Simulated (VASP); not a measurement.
# NaCl in VASP: further runs

NaCl is run at these levels: PBE; tasks: single point, relaxation of cell and atoms.

Everything below comes from runs of VASP 6.6.1. Logs are shortened: lines on timing, memory, paths and dates and some standing lists are left out, and cuts for length are marked.

**1. The cell of the first run**

Symmetry: Fm-3m, No. 225, cubic system. The conventional cell has a = 5.696 Å, b = 5.696 Å, c = 5.696 Å, α = 90.00°, β = 90.00°, γ = 90.00°. Na (site symmetry m-3m) has 6 Cl at 2.85 Å within 3.8 Å. Within 3.8 Å of Cl (site symmetry m-3m) lie 6 Na at 2.85 Å.

**2. Single point, PBE**

INCAR reads:

```
ALGO = Normal ; EDIFF = 1E-6
ENCUT = 520 ; GGA = PE
ISIF = 2 ; ISMEAR = 0
LASPH = T ; LCHARG = T
LELF = T ; LREAL = F
LVHAR = T ; LWAVE = F
NBANDS = 14 ; NELM = 100
PREC = Accurate ; SIGMA = 0.1
```

KPOINTS reads:

```
k-points
0
Gamma
  6 6 6
```

POSCAR reads:

```
NaCl
1.0
    0.0000000000      2.8481696037      2.8481696037
    2.8481696037      0.0000000000      2.8481696037
    2.8481696037      2.8481696037      0.0000000000
Na Cl
1 1
Direct
    0.5000000000      0.5000000000      0.5000000000
    0.0000000000      0.0000000000      0.0000000000
```

Potentials or basis: VASP PAW PBE potentials, release 64 (Na_pv, Cl).

Started as:

```bash
> cat potpaw_PBE.64/Na_pv/POTCAR potpaw_PBE.64/Cl/POTCAR > POTCAR
> mpirun -np 1 vasp_std > vasp.out
```

OUTCAR:

```text
EDIFF = 1E-6
   ENCUT = 520
   GGA = PE
   ISIF = 2
   ISMEAR = 0
   LASPH = T
   LREAL = F
   NELM = 100
   PREC = Accurate

 ion  position               nearest neighbor table
   1  0.500  0.500  0.500-
   2  0.000  0.000  0.000-

  LATTYP: Found a face centered cubic cell.
 ALAT       =     5.6963392074

  Lattice vectors:

 A1 = (   0.0000000000,   2.8481696037,   2.8481696037)
 A2 = (   2.8481696037,   0.0000000000,   2.8481696037)
 A3 = (   2.8481696037,   2.8481696037,   0.0000000000)

Analysis of symmetry for initial positions (statically):
=====================================================================
 Subroutine PRICEL returns:
 Original cell was already a primitive cell.

 Routine SETGRP: Setting up the symmetry group for a
 face centered cubic supercell.

 Subroutine GETGRP returns: Found 48 space group operations
 (whereof 48 operations were pure point group operations)
 out of a pool of 48 trial point group operations.

The static configuration has the point symmetry O_h .

Analysis of symmetry for dynamics (positions and initial velocities):
=====================================================================
 Subroutine PRICEL returns:
 Original cell was already a primitive cell.

 Routine SETGRP: Setting up the symmetry group for a
 face centered cubic supercell.

 Subroutine GETGRP returns: Found 48 space group operations
 (whereof 48 operations were pure point group operations)
 out of a pool of 48 trial point group operations.

The dynamic configuration has the point symmetry O_h .

 Subroutine INISYM returns: Found 48 space group operations
 (whereof 48 operations are pure point group operations),
 and found     1 'primitive' translations

----------------------------------------------------------------------------------------

                                     Primitive cell

  volume of cell :      46.2091

  direct lattice vectors                    reciprocal lattice vectors
     0.000000000  2.848169604  2.848169604    -0.175551343  0.175551343  0.175551343
     2.848169604  0.000000000  2.848169604     0.175551343 -0.175551343  0.175551343
     2.848169604  2.848169604  0.000000000     0.175551343  0.175551343 -0.175551343

  length of vectors
     4.027920081  4.027920081  4.027920081     0.304063846  0.304063846  0.304063846

  position of ions in fractional coordinates (direct lattice)
     0.500000000  0.500000000  0.500000000
     0.000000000  0.000000000  0.000000000

  ion indices of the primitive-cell ions
   primitive index   ion index
                 1           1
                 2           2

----------------------------------------------------------------------------------------

 KPOINTS: k-points

Automatic generation of k-mesh.
 Grid dimensions read from file:
 generate k-points for:    6    6    6

 Generating k-lattice:

  Cartesian coordinates                     Fractional coordinates (reciprocal lattice)
    -0.029258557  0.029258557  0.029258557     0.166666667  0.000000000  0.000000000
     0.029258557 -0.029258557  0.029258557     0.000000000  0.166666667  0.000000000
     0.029258557  0.029258557 -0.029258557     0.000000000  0.000000000  0.166666667

  Length of vectors
     0.050677308  0.050677308  0.050677308

  Shift w.r.t. Gamma in fractional coordinates (k-lattice)
     0.000000000  0.000000000  0.000000000

 Subroutine IBZKPT returns following result:
 ===========================================

 Found     16 irreducible k-points:

 Following reciprocal coordinates:
            Coordinates               Weight
  0.000000  0.000000  0.000000      1.000000
  0.166667  0.000000  0.000000      8.000000
  0.333333  0.000000  0.000000      8.000000
  0.500000  0.000000  0.000000      4.000000
  0.166667  0.166667  0.000000      6.000000
  0.333333  0.166667  0.000000     24.000000
[... 8 lines left out ...]
 -0.333333  0.333333  0.166667     24.000000
 -0.333333  0.500000  0.166667     12.000000
   k-points           NKPTS =     16   k-points in BZ     NKDIM =     16   number of bands    NBANDS=     14
   number of dos      NEDOS =    301   number of ions     NIONS =      2
   total plane-waves  NPLWV =  27000
   dimension x,y,z NGX =    30 NGY =   30 NGZ =   30
   dimension x,y,z NGXF=    60 NGYF=   60 NGZF=   60
   ions per type =               1   1
   NGX,Y,Z   is equivalent  to a cutoff of  12.38, 12.38, 12.38 a.u.
   NGXF,Y,Z  is equivalent  to a cutoff of  24.76, 24.76, 24.76 a.u.
 SYSTEM =  unknown system
   PREC   = accura    normal or accurate (medium, high low for compatibility)
   ISTART =      0    job   : 0-new  1-cont  2-samecut
   ICHARG =      2    charge: 1-file 2-atom 10-const
   ISPIN  =      1    spin polarized calculation?
   LNONCOLLINEAR =      F non collinear calculations
   LSORBIT =      F    spin-orbit coupling
   LASPH  =      T    aspherical Exc in radial PAW
   ENCUT  =  520.0 eV  38.22 Ry    6.18 a.u.   7.49  7.49  7.49*2*pi/ulx,y,z
   NELM   =    100;   NELMIN=  2; NELMDL= -5     # of ELM steps
   EDIFF  = 0.1E-05   stopping-criterion for ELM
   LREAL  =      F    real-space projection
   EDIFFG = 0.1E-04   stopping-criterion for IOM
   NSW    =      0    number of steps for IOM
   IBRION =     -1    ionic relax: 0-MD 1-quasi-New 2-CG
   NFREE  =      0    steps in history (QN), initial steepest desc. (CG)
   ISIF   =      2    stress and relaxation
   ISYM   =      2    0-nonsym 1-usesym 2-fastsym
   POTIM  = 0.5000    time-step for ionic-motion
   TEBEG  =    0.0;   TEEND  =   0.0 temperature during run
   PSTRESS=    0.0 pullay stress
   NELECT =      14.0000    total number of electrons
   NUPDOWN=      -1.0000    fix difference up-down
   EMIN   =  10.00;   EMAX   =-10.00  energy-range for DOS
   EFERMI =   0.00;   METHOD = LEGACY
   ISMEAR =     0;   SIGMA  =   0.10  broadening in eV -4-tet -1-fermi 0-gaus
   EFERMI_NEDOS =   21; number of points for ismear=-14 and -15
   IALGO  =     38    algorithm
   IMIX   =      4    mixing-type and parameters
     AMIX     =   0.40;   BMIX     =  1.00
     AMIX_MAG =   1.60;   BMIX_MAG =  1.00
  volume/ion in A,a.u.               =      23.10       155.92
  Fermi-wavevector in a.u.,A,eV,Ry     =   1.099533  2.077816 16.449079  1.208973
  Thomas-Fermi vector in A             =   2.235929
   LORBIT       =      0    0 simple, 1 ext, 2 COOP (PROOUT), +10 PAW based schemes
   GGA     = PE    functional components
   LHFCALC =     F    Hartree Fock is set to
   AEXX    =    0.0000 exact exchange contribution
   IVDW    =     0    specifies the selected vdW correction
   LEPSILON=     F    determine dielectric tensor
   LRPA    =     F    only Hartree local field effects (RPA)
 non-spin polarized calculation
 Gauss-broadening in eV      SIGMA  =   0.10
  energy-cutoff  :      520.00
  volume of cell :       46.21
 maximum number of plane-waves:      1267
 NGX is ok and might be reduce to    30
   NGX = 15   NGY = 15   NGZ = 15

 number of electron      13.9999992 magnetization

 Free energy of the ion-electron system (eV)
  ---------------------------------------------------
  ext. energy  EPLUGINS =         0.00000000
  ---------------------------------------------------
  free energy    TOTEN  =        -6.77786179 eV

  energy without entropy =       -6.77786179  energy(sigma->0) =       -6.77786179

 E-fermi :  -0.4783     XC(G=0):  -8.0397

 val. band max:       -0.9002745872   @ k =   0.0000   0.0000   0.0000
 cond. band min:       4.0939214644   @ k =   0.0000   0.0000   0.0000
 fundamental gap:      4.9941960516
 Fermi energy:        -0.4782780154

 k-point     1 :       0.0000    0.0000    0.0000
  band No.  band energies     occupation
      1     -21.7784      2.00000
      2     -21.7784      2.00000
      3     -21.7784      2.00000
      4     -13.4938      2.00000
      5      -0.9003      2.00000
      6      -0.9003      2.00000
      7      -0.9003      2.00000
      8       4.0939      0.00000
      9      10.1877      0.00000
     10      10.1877      0.00000
     11      10.1877      0.00000
     12      12.3102      0.00000
     13      12.3102      0.00000
     14      13.8665      0.00000

 k-point     2 :       0.1667    0.0000    0.0000
  band No.  band energies     occupation
      1     -21.7847      2.00000
      2     -21.7789      2.00000
      3     -21.7789      2.00000
      4     -13.4200      2.00000
      5      -1.4732      2.00000
      6      -0.9649      2.00000
      7      -0.9649      2.00000
      8       4.8894      0.00000
      9       9.3873      0.00000
     10      10.4544      0.00000
     11      10.4544      0.00000
     12      11.9711      0.00000
     13      11.9711      0.00000
     14      14.8378      0.00000

 k-point     3 :       0.3333    0.0000    0.0000
  band No.  band energies     occupation
      1     -21.7973      2.00000
      2     -21.7798      2.00000
      3     -21.7798      2.00000
      4     -13.2663      2.00000
      5      -2.3607      2.00000
      6      -1.0885      2.00000
      7      -1.0885      2.00000
      8       6.0472      0.00000
      9       9.0436      0.00000
     10      10.2354      0.00000
     11      10.2355      0.00000
     12      13.0414      0.00000
     13      13.0414      0.00000
     14      14.1049      0.00000
[... 188 lines left out ...]
 k-point    15 :      -0.3333    0.3333    0.1667
  band No.  band energies     occupation
      1     -21.7956      2.00000
      2     -21.7881      2.00000
      3     -21.7838      2.00000
      4     -13.1410      2.00000
      5      -2.2982      2.00000
      6      -1.8316      2.00000
      7      -1.4031      2.00000
      8       7.9305      0.00000
      9       8.1242      0.00000
     10       8.9770      0.00000
     11      10.8339      0.00000
     12      13.1768      0.00000
     13      14.5305      0.00000
     14      15.5897      0.00000

 k-point    16 :      -0.3333    0.5000    0.1667
  band No.  band energies     occupation
      1     -21.7933      2.00000
      2     -21.7881      2.00000
      3     -21.7868      2.00000
      4     -13.1293      2.00000
      5      -2.2643      2.00000
      6      -1.7641      2.00000
      7      -1.5788      2.00000
      8       7.3728      0.00000
      9       7.9699      0.00000
     10       9.4673      0.00000
     11      11.0018      0.00000
     12      14.0456      0.00000
     13      15.1179      0.00000
     14      15.2531      0.00000

------------------------ aborting loop because EDIFF is reached ----------------------------------------

  FORCE on cell =-STRESS in cart. coord.  units (eV):
  Direction    XX          YY          ZZ          XY          YZ          ZX
  --------------------------------------------------------------------------------------
  -------------------------------------------------------------------------------------
  Total       -0.0088418     -0.0088418     -0.0088418     -0.0000000      0.0000000      0.0000000
  in kB       -0.3065641     -0.3065641     -0.3065641     -0.0000000      0.0000000      0.0000000
  external PRESSURE =      -0.3065641 kB  Pullay stress =       0.0000000 kB

 VOLUME and BASIS-vectors are now :
 -----------------------------------------------------------------------------
  energy-cutoff  :      520.00
  volume of cell :       46.21
      direct lattice vectors                 reciprocal lattice vectors
     0.000000000  2.848169604  2.848169604    -0.175551343  0.175551343  0.175551343
     2.848169604  0.000000000  2.848169604     0.175551343 -0.175551343  0.175551343
     2.848169604  2.848169604  0.000000000     0.175551343  0.175551343 -0.175551343

 POSITION                                       TOTAL-FORCE (eV/Angst)
 -----------------------------------------------------------------------------------
      2.84817      2.84817      2.84817         0.000000      0.000000      0.000000
      0.00000      0.00000      0.00000        -0.000000     -0.000000     -0.000000
 -----------------------------------------------------------------------------------
    total drift:                                0.000000      0.000000      0.000000

  FREE ENERGIE OF THE ION-ELECTRON SYSTEM (eV)
  ---------------------------------------------------
  free  energy   TOTEN  =        -6.7778617944 eV

  energy  without entropy=       -6.7778617943  energy(sigma->0) =       -6.77786179
```

Run time: 10 s. Hardware: 1 thread of Intel Xeon 6975P-C, shared host; peak memory 0.16 GiB.

What came out:

```yaml
Free_energy: -6.7779 eV
Pressure: 0.0 GPa
Band_gap_on_the_k_mesh: 4.99 eV, direct
```

PBE gaps usually lie below the measured ones, often by a third to a half.

**3. Single point, PBE**

INCAR reads:

```
ALGO     = Normal         # electronic algorithm
EDIFF    = 1E-7           # SCF threshold, eV
ENCUT    = 520            # plane-wave cutoff, eV
GGA      = PE             # functional
ISIF     = 2              # what is computed and relaxed
ISMEAR   = 0              # smearing method
LASPH    = True           # aspherical terms in the spheres
LCHARG   = True           # write CHGCAR
LELF     = True           # ELF
LREAL    = False          # projectors in reciprocal space
LVHAR    = True         
LWAVE    = False          # write WAVECAR
NBANDS   = 14             # bands
NELM     = 100            # most SCF steps
PREC     = Accurate       # precision mode
SIGMA    = 0.02           # smearing width, eV
```

KPOINTS reads:

```
k-points
0
Gamma
  8 8 8
```

POSCAR is that of step 2.

Potentials or basis: VASP PAW PBE potentials, release 64 (Na_pv, Cl).

Started as:

```bash
> cat potpaw_PBE.64/Na_pv/POTCAR potpaw_PBE.64/Cl/POTCAR > POTCAR
> mpirun -np 1 vasp_std > vasp.out
```

OUTCAR:

```text
EDIFF = 1E-7
   ENCUT = 520
   GGA = PE
   ISIF = 2
   ISMEAR = 0
   LASPH = True
   LREAL = False
   NELM = 100
   PREC = Accurate

 ion  position               nearest neighbor table
   1  0.500  0.500  0.500-
   2  0.000  0.000  0.000-

  LATTYP: Found a face centered cubic cell.
 ALAT       =     5.6963392074

  Lattice vectors:

 A1 = (   0.0000000000,   2.8481696037,   2.8481696037)
 A2 = (   2.8481696037,   0.0000000000,   2.8481696037)
 A3 = (   2.8481696037,   2.8481696037,   0.0000000000)

Analysis of symmetry for initial positions (statically):
=====================================================================
 Subroutine PRICEL returns:
 Original cell was already a primitive cell.

 Routine SETGRP: Setting up the symmetry group for a
 face centered cubic supercell.

 Subroutine GETGRP returns: Found 48 space group operations
 (whereof 48 operations were pure point group operations)
 out of a pool of 48 trial point group operations.

The static configuration has the point symmetry O_h .

Analysis of symmetry for dynamics (positions and initial velocities):
=====================================================================
 Subroutine PRICEL returns:
 Original cell was already a primitive cell.

 Routine SETGRP: Setting up the symmetry group for a
 face centered cubic supercell.

 Subroutine GETGRP returns: Found 48 space group operations
 (whereof 48 operations were pure point group operations)
 out of a pool of 48 trial point group operations.

The dynamic configuration has the point symmetry O_h .

 Subroutine INISYM returns: Found 48 space group operations
 (whereof 48 operations are pure point group operations),
 and found     1 'primitive' translations

----------------------------------------------------------------------------------------

                                     Primitive cell

  volume of cell :      46.2091

[... 112 lines left out ...]
   LORBIT       =      0    0 simple, 1 ext, 2 COOP (PROOUT), +10 PAW based schemes
   GGA     = PE    functional components
   LHFCALC =     F    Hartree Fock is set to
   AEXX    =    0.0000 exact exchange contribution
   IVDW    =     0    specifies the selected vdW correction
   LEPSILON=     F    determine dielectric tensor
   LRPA    =     F    only Hartree local field effects (RPA)
 non-spin polarized calculation
 Gauss-broadening in eV      SIGMA  =   0.02
  energy-cutoff  :      520.00
  volume of cell :       46.21
 maximum number of plane-waves:      1265
 NGX is ok and might be reduce to    30
   NGX = 15   NGY = 15   NGZ = 15

 number of electron      13.9999992 magnetization

 Free energy of the ion-electron system (eV)
  ---------------------------------------------------
  ext. energy  EPLUGINS =         0.00000000
  ---------------------------------------------------
  free energy    TOTEN  =        -6.77790096 eV

  energy without entropy =       -6.77790096  energy(sigma->0) =       -6.77790096

 E-fermi :  -0.7080     XC(G=0):  -8.0394

 val. band max:       -0.9003465281   @ k =   0.0000   0.0000   0.0000
 cond. band min:       4.0943982235   @ k =   0.0000   0.0000   0.0000
 fundamental gap:      4.9947447517
 Fermi energy:        -0.7079751259

 k-point     1 :       0.0000    0.0000    0.0000
  band No.  band energies     occupation
      1     -21.7778      2.00000
      2     -21.7778      2.00000
      3     -21.7778      2.00000
      4     -13.4939      2.00000
      5      -0.9003      2.00000
      6      -0.9003      2.00000
      7      -0.9003      2.00000
      8       4.0944      0.00000
      9      10.1878      0.00000
     10      10.1878      0.00000
     11      10.1878      0.00000
     12      12.3101      0.00000
     13      12.3101      0.00000
     14      13.8681      0.00000
[... 377 lines left out ...]
      1     -21.7981      2.00000
      2     -21.7849      2.00000
      3     -21.7816      2.00000
      4     -13.1562      2.00000
      5      -2.4728      2.00000
      6      -1.6222      2.00000
      7      -1.2887      2.00000
      8       7.3527      0.00000
      9       8.5056      0.00000
     10       9.2448      0.00000
     11      10.7210      0.00000
     12      13.2953      0.00000
     13      14.5157      0.00000
     14      15.5678      0.00000

 [... further k-points ...]
[... 5 lines left out ...]
  --------------------------------------------------------------------------------------
  -------------------------------------------------------------------------------------
  Total       -0.0107620     -0.0107620     -0.0107620      0.0000000     -0.0000000      0.0000000
  in kB       -0.3731445     -0.3731445     -0.3731445      0.0000000     -0.0000000      0.0000000
  external PRESSURE =      -0.3731445 kB  Pullay stress =       0.0000000 kB

 VOLUME and BASIS-vectors are now :
 -----------------------------------------------------------------------------
  energy-cutoff  :      520.00
  volume of cell :       46.21
      direct lattice vectors                 reciprocal lattice vectors
     0.000000000  2.848169604  2.848169604    -0.175551343  0.175551343  0.175551343
     2.848169604  0.000000000  2.848169604     0.175551343 -0.175551343  0.175551343
     2.848169604  2.848169604  0.000000000     0.175551343  0.175551343 -0.175551343

 POSITION                                       TOTAL-FORCE (eV/Angst)
 -----------------------------------------------------------------------------------
      2.84817      2.84817      2.84817        -0.000000      0.000000     -0.000000
      0.00000      0.00000      0.00000         0.000000     -0.000000      0.000000
 -----------------------------------------------------------------------------------
    total drift:                                0.000000      0.000000      0.000000

  FREE ENERGIE OF THE ION-ELECTRON SYSTEM (eV)
  ---------------------------------------------------
  free  energy   TOTEN  =        -6.7779009572 eV

  energy  without entropy=       -6.7779009572  energy(sigma->0) =       -6.77790096
```

Run time: 21 s. Hardware: 1 thread of Intel Xeon 6975P-C, shared host; peak memory 0.16 GiB.

Results:

| Item | Value |
| --- | --- |
| Free energy | -6.7779 eV |
| Pressure | 0.0 GPa |
| Band gap on the k mesh | 4.99 eV, direct |

Levels at points of the mesh, in eV from the valence-band top:
```tsv
k point	band 5	band 6	band 7	band 8	band 9	band 10
(0.00, 0.00, 0.00)	0.00	0.00	0.00	4.99	11.09	11.09
(0.50, 0.00, 0.00)	-1.84	-0.25	-0.25	7.22	10.38	10.90
(0.50, 0.50, 0.00)	-1.58	-0.57	-0.57	7.45	8.10	11.11
```

A k mesh can miss the band edges. Expect the measured gap to be larger: semilocal functionals such as PBE lack the derivative discontinuity.

(Continued in part 2 of 2.)
